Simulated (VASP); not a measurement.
# Sc (Im-3m) in VASP: notebook

The runs below take Sc through single point, relaxation of cell and atoms, with LDA.

All numbers are computed with VASP 6.6.1; they aren't measurements. Logs are shortened: lines on timing, memory, paths and dates and some standing lists are left out, and cuts for length are marked.

## (1) The cell of the first run

Symmetry: Im-3m, No. 229, cubic system. Conventional cell: a = 3.567 Å, b = 3.567 Å, c = 3.567 Å, α = 90.00°, β = 90.00°, γ = 90.00°. Within 4.1 Å of Sc (site symmetry m-3m) lie 14 Sc at 3.09 to 3.57 Å.

This isn't the form of Sc at room conditions, which is hcp.

## (2) Single point, LDA (22.69 Å³/atom)

INCAR reads:

```
SYSTEM = Sc
  PREC = Accurate
  ENCUT = 520
  EDIFF = 1E-6
  ISMEAR = -1
  SIGMA = 0.05
  LREAL = .FALSE.
  LASPH = .TRUE.
  NELM = 80
  ALGO = Normal
  ISIF = 2
  LWAVE = .FALSE.
  LCHARG = .FALSE.
  GGA = CA
  NBANDS = 12
```

KPOINTS reads:

```
Automatic mesh
0
G
  17 17 17
  0 0 0
```

POSCAR reads:

```
Sc
1.0
   -1.7833411122      1.7833411122      1.7833411122
    1.7833411122     -1.7833411122      1.7833411122
    1.7833411122      1.7833411122     -1.7833411122
Sc
1
Direct
    0.0000000000      0.0000000000      0.0000000000
```

Potentials or basis: VASP PAW LDA potentials, release 64 (Sc_sv).

Launch:

```bash
$ cat potpaw_LDA.64/Sc_sv/POTCAR > POTCAR
$ mpirun -np 1 vasp_std > vasp.out
```

OUTCAR:

```text
SYSTEM = Sc
   PREC = Accurate
   ENCUT = 520
   EDIFF = 1E-6
   ISMEAR = -1
   LREAL = .FALSE.
   LASPH = .TRUE.
   NELM = 80
   ISIF = 2
   GGA = CA

 ion  position               nearest neighbor table
   1  0.000  0.000  0.000-

  LATTYP: Found a body centered cubic cell.
 ALAT       =     3.5666822244

  Lattice vectors:

 A1 = (  -1.7833411122,   1.7833411122,   1.7833411122)
 A2 = (   1.7833411122,  -1.7833411122,   1.7833411122)
 A3 = (   1.7833411122,   1.7833411122,  -1.7833411122)

Analysis of symmetry for initial positions (statically):
=====================================================================
 Subroutine PRICEL returns:
 Original cell was already a primitive cell.

 Routine SETGRP: Setting up the symmetry group for a
 body centered cubic supercell.

 Subroutine GETGRP returns: Found 48 space group operations
 (whereof 48 operations were pure point group operations)
 out of a pool of 48 trial point group operations.

The static configuration has the point symmetry O_h .

Analysis of symmetry for dynamics (positions and initial velocities):
=====================================================================
 Subroutine PRICEL returns:
 Original cell was already a primitive cell.

 Routine SETGRP: Setting up the symmetry group for a
 body centered cubic supercell.

 Subroutine GETGRP returns: Found 48 space group operations
 (whereof 48 operations were pure point group operations)
 out of a pool of 48 trial point group operations.

The dynamic configuration has the point symmetry O_h .

 Subroutine INISYM returns: Found 48 space group operations
 (whereof 48 operations are pure point group operations),
 and found     1 'primitive' translations

----------------------------------------------------------------------------------------

                                     Primitive cell

  volume of cell :      22.6863

  direct lattice vectors                    reciprocal lattice vectors
    -1.783341112  1.783341112  1.783341112     0.000000000  0.280372609  0.280372609
     1.783341112 -1.783341112  1.783341112     0.280372609  0.000000000  0.280372609
     1.783341112  1.783341112 -1.783341112     0.280372609  0.280372609  0.000000000

  length of vectors
     3.088837414  3.088837414  3.088837414     0.396506746  0.396506746  0.396506746

  position of ions in fractional coordinates (direct lattice)
     0.000000000  0.000000000  0.000000000
[... 81 lines left out ...]
   NFREE  =      0    steps in history (QN), initial steepest desc. (CG)
   ISIF   =      2    stress and relaxation
   ISYM   =      2    0-nonsym 1-usesym 2-fastsym
   POTIM  = 0.5000    time-step for ionic-motion
   TEBEG  =    0.0;   TEEND  =   0.0 temperature during run
   PSTRESS=    0.0 pullay stress
   NELECT =      11.0000    total number of electrons
   NUPDOWN=      -1.0000    fix difference up-down
   EMIN   =  10.00;   EMAX   =-10.00  energy-range for DOS
   EFERMI =   0.00;   METHOD = LEGACY
   ISMEAR =    -1;   SIGMA  =   0.05  broadening in eV -4-tet -1-fermi 0-gaus
   EFERMI_NEDOS =   21; number of points for ismear=-14 and -15
   IALGO  =     38    algorithm
   IMIX   =      4    mixing-type and parameters
     AMIX     =   0.40;   BMIX     =  1.00
     AMIX_MAG =   1.60;   BMIX_MAG =  1.00
  volume/ion in A,a.u.               =      22.69       153.09
  Fermi-wavevector in a.u.,A,eV,Ry     =   1.286129  2.430432 22.505786  1.654129
  Thomas-Fermi vector in A             =   2.418222
   LORBIT       =      0    0 simple, 1 ext, 2 COOP (PROOUT), +10 PAW based schemes
   GGA     = CA    functional components
   LHFCALC =     F    Hartree Fock is set to
   AEXX    =    0.0000 exact exchange contribution
   IVDW    =     0    specifies the selected vdW correction
   LEPSILON=     F    determine dielectric tensor
   LRPA    =     F    only Hartree local field effects (RPA)
 non-spin polarized calculation
  energy-cutoff  :      520.00
  volume of cell :       22.69
 maximum number of plane-waves:       627
   NGX = 11   NGY = 11   NGZ = 11

 number of electron      10.9999997 magnetization

 Free energy of the ion-electron system (eV)
  ---------------------------------------------------
  ext. energy  EPLUGINS =         0.00000000
  ---------------------------------------------------
  free energy    TOTEN  =        -6.61408459 eV

  energy without entropy =       -6.59388738  energy(sigma->0) =       -6.60398598

 E-fermi :   4.0833     XC(G=0): -10.4937

 val. band max:        4.0798867890   @ k =   0.3529   0.2353   0.0588
 cond. band min:       4.0955582017   @ k =   0.2353   0.1765   0.1176
 fundamental gap:      0.0156714126
 Fermi energy:         4.0833456502

 k-point     1 :       0.0000    0.0000    0.0000
  band No.  band energies     occupation
      1     -44.6852      2.00000
      2     -23.3695      2.00000
      3     -23.3695      2.00000
      4     -23.3695      2.00000
      5      -1.2617      2.00000
      6       5.5675      0.00000
      7       5.5675      0.00000
      8       5.5675      0.00000
      9       7.1752      0.00000
     10       7.1752      0.00000
     11      18.8143      0.00000
     12      18.8143      0.00000
[... 331 lines left out ...]
 k-point    24 :       0.1765    0.1765    0.0000
  band No.  band energies     occupation
      1     -44.6203      2.00000
      2     -23.7140      2.00000
      3     -23.4817      2.00000
      4     -23.4045      2.00000
      5       1.0675      2.00000
      6       4.5311      0.00026
      7       4.7349      0.00000
      8       6.7527      0.00000
      9       7.4399      0.00000
     10       7.5367      0.00000
     11      15.6001      0.00000
     12      15.7383      0.00000

 [... further k-points ...]

------------------------ aborting loop because EDIFF is reached ----------------------------------------

  FORCE on cell =-STRESS in cart. coord.  units (eV):
  Direction    XX          YY          ZZ          XY          YZ          ZX
  --------------------------------------------------------------------------------------
  -------------------------------------------------------------------------------------
  Total        0.0112973      0.0112973      0.0112973     -0.0000000     -0.0000000      0.0000000
  in kB        0.7978540      0.7978540      0.7978540     -0.0000000     -0.0000000      0.0000000
  external PRESSURE =       0.7978540 kB  Pullay stress =       0.0000000 kB

 VOLUME and BASIS-vectors are now :
 -----------------------------------------------------------------------------
  energy-cutoff  :      520.00
  volume of cell :       22.69
      direct lattice vectors                 reciprocal lattice vectors
    -1.783341112  1.783341112  1.783341112     0.000000000  0.280372609  0.280372609
     1.783341112 -1.783341112  1.783341112     0.280372609  0.000000000  0.280372609
     1.783341112  1.783341112 -1.783341112     0.280372609  0.280372609  0.000000000

 POSITION                                       TOTAL-FORCE (eV/Angst)
 -----------------------------------------------------------------------------------
      0.00000      0.00000      0.00000         0.000000      0.000000      0.000000
 -----------------------------------------------------------------------------------
    total drift:                               -0.000000      0.000000      0.000000

  FREE ENERGIE OF THE ION-ELECTRON SYSTEM (eV)
  ---------------------------------------------------
  free  energy   TOTEN  =        -6.6140845890 eV

  energy  without entropy=       -6.5938873810  energy(sigma->0) =       -6.60398598
```

stdout:

```text
POSCAR found type information on POSCAR Sc
 POSCAR found :  1 types and       1 ions
 scaLAPACK will be used
 LDA part: xc-table for (Slater(with rela. corr.)+CA(PZ))
 , standard interpolation
 POSCAR, INCAR and KPOINTS ok, starting setup
 FFT: planning ... GRIDC
 FFT: planning ... GRID_SOFT
 FFT: planning ... GRID
 WAVECAR not read
 entering main loop
```

Run time: 58 s. Hardware: 1 thread of AMD EPYC 7R13, shared host; peak memory 0.13 GiB.

What came out:

- Free energy: -6.6141 eV
- Pressure: 0.1 GPa
- Band gap on the k mesh: zero (an odd number of electrons rules out a gap without spin polarisation)

## (3) Relaxation of cell and atoms, LDA

This run uses another cell than the first one, of 22.59 Å³/atom.

INCAR reads:

```
SYSTEM = Sc
PREC     = Accurate       ! precision mode
ENCUT    = 600            ! plane-wave cutoff, eV
EDIFF    = 1E-6           ! SCF threshold, eV
ISMEAR   = -1             ! smearing method
SIGMA    = 0.05           ! smearing width, eV
LREAL    = .False.        ! projectors in reciprocal space
LASPH    = .True.         ! aspherical terms in the spheres
NELM     = 60             ! most SCF steps
ALGO     = Normal         ! electronic algorithm
ISIF     = 3              ! what is computed and relaxed
LWAVE    = .False.        ! write WAVECAR
LCHARG   = .False.        ! write CHGCAR
IBRION   = 2              ! ionic algorithm
NSW      = 60             ! ionic steps
EDIFFG   = -0.005         ! ionic threshold
```

KPOINTS reads:

```
Automatic mesh
0
Gamma
  17 17 17
  0 0 0
```

POSCAR reads:

```
Sc
1.0
   -1.7807359243      1.7807359243      1.7807359243
    1.7807359243     -1.7807359243      1.7807359243
    1.7807359243      1.7807359243     -1.7807359243
Sc
1
Direct
    0.0000000000      0.0000000000      0.0000000000
```

Potentials or basis: VASP PAW LDA potentials, release 64 (Sc_sv).

Launch:

```bash
$ cat potpaw_LDA.64/Sc_sv/POTCAR > POTCAR
$ mpirun -np 1 vasp_std > vasp.out
```

OUTCAR:

```text
SYSTEM = Sc
   PREC = Accurate
   ENCUT = 600
   EDIFF = 1E-6
   ISMEAR = -1
   LREAL = .False.
   LASPH = .True.
   NELM = 60
   ISIF = 3
   IBRION = 2
   NSW = 60
   EDIFFG = -0.005

 ion  position               nearest neighbor table
   1  0.000  0.000  0.000-

  LATTYP: Found a body centered cubic cell.
 ALAT       =     3.5614718486

  Lattice vectors:

 A1 = (  -1.7807359243,   1.7807359243,   1.7807359243)
 A2 = (   1.7807359243,  -1.7807359243,   1.7807359243)
 A3 = (   1.7807359243,   1.7807359243,  -1.7807359243)

Analysis of symmetry for initial positions (statically):
=====================================================================
 Subroutine PRICEL returns:
 Original cell was already a primitive cell.

 Routine SETGRP: Setting up the symmetry group for a
 body centered cubic supercell.

 Subroutine GETGRP returns: Found 48 space group operations
 (whereof 48 operations were pure point group operations)
 out of a pool of 48 trial point group operations.

The static configuration has the point symmetry O_h .

Analysis of symmetry for dynamics (positions and initial velocities):
[... 167 lines left out ...]
  in kB        3.8502280      3.8502280      3.8502280     -0.0000000     -0.0000000      0.0000000
  external PRESSURE =       3.8502280 kB  Pullay stress =       0.0000000 kB
[... 57 lines left out ...]
--------------------------------------- Ionic step        3  -------------------------------------------

 number of electron      11.0000001 magnetization

 Free energy of the ion-electron system (eV)
  ---------------------------------------------------
  ext. energy  EPLUGINS =         0.00000000
  ---------------------------------------------------
  free energy    TOTEN  =        -6.61412115 eV

  energy without entropy =       -6.59387756  energy(sigma->0) =       -6.60399935

 E-fermi :   4.0691     XC(G=0): -10.4842

 val. band max:        4.0637422975   @ k =   0.3529   0.2353   0.0588
 cond. band min:       4.0816722838   @ k =   0.2353   0.1765   0.1176
 fundamental gap:      0.0179299863
 Fermi energy:         4.0690570424

 k-point     1 :       0.0000    0.0000    0.0000
  band No.  band energies     occupation
      1     -44.7046      2.00000
      2     -23.3912      2.00000
      3     -23.3912      2.00000
      4     -23.3912      2.00000
      5      -1.2720      2.00000
      6       5.5503      0.00000
      7       5.5503      0.00000
      8       5.5503      0.00000
      9       7.1537      0.00000
[... 265 lines left out ...]
 k-point    24 :       0.1765    0.1765    0.0000
  band No.  band energies     occupation
      1     -44.6403      2.00000
      2     -23.7331      2.00000
      3     -23.5026      2.00000
      4     -23.4259      2.00000
      5       1.0535      2.00000
      6       4.5169      0.00026
      7       4.7200      0.00000
      8       6.7325      0.00000
      9       7.4193      0.00000

 [... further k-points ...]

------------------------ aborting loop because EDIFF is reached ----------------------------------------

  FORCE on cell =-STRESS in cart. coord.  units (eV):
  Direction    XX          YY          ZZ          XY          YZ          ZX
  --------------------------------------------------------------------------------------
  -------------------------------------------------------------------------------------
  Total       -0.0033247     -0.0033247     -0.0033247      0.0000000      0.0000000      0.0000000
  in kB       -0.2342715     -0.2342715     -0.2342715      0.0000000      0.0000000      0.0000000
  external PRESSURE =      -0.2342715 kB  Pullay stress =       0.0000000 kB
[... 16 lines left out ...]
  FREE ENERGIE OF THE ION-ELECTRON SYSTEM (eV)
  ---------------------------------------------------
  free  energy   TOTEN  =        -6.6141211531 eV

  energy  without entropy=       -6.5938775558  energy(sigma->0) =       -6.60399935

 reached required accuracy - stopping structural energy minimisation
```

Wall time 56 s (1 thread of AMD EPYC 7R13, shared host); peak memory 0.14 GiB.

Results:

```
Free energy                           : -6.6141 eV
Relaxed volume                        : 22.74 Å³/atom
Relaxed cell                          : a = 3.091 Å, b = 3.091 Å, c = 3.091 Å, α = 109.47°, β = 109.47°, γ = 109.47°
Space group after relaxing (to 0.1 Å) : Im-3m (No. 229)
Energy gained by relaxing             : 0.2 meV/atom
Ionic steps                           : 3
Pressure after relaxing               : 0.0 GPa
Band gap on the k mesh                : zero (an odd number of electrons rules out a gap without spin polarisation)
```

Step by step:
```
step  energy change (eV)  largest force (eV/Å)  pressure (GPa)  volume (Å³)
   1              0.0000                0.0000            0.39        22.59
   2             -0.0002                0.0000           -0.07        22.76
   3             -0.0002                0.0000           -0.02        22.74
```

Final structure:
```
Sc
1.0
    -1.78468    1.78468    1.78468
     1.78468   -1.78468    1.78468
     1.78468    1.78468   -1.78468
Sc
1
Direct
  0.00000 0.00000 0.00000
```
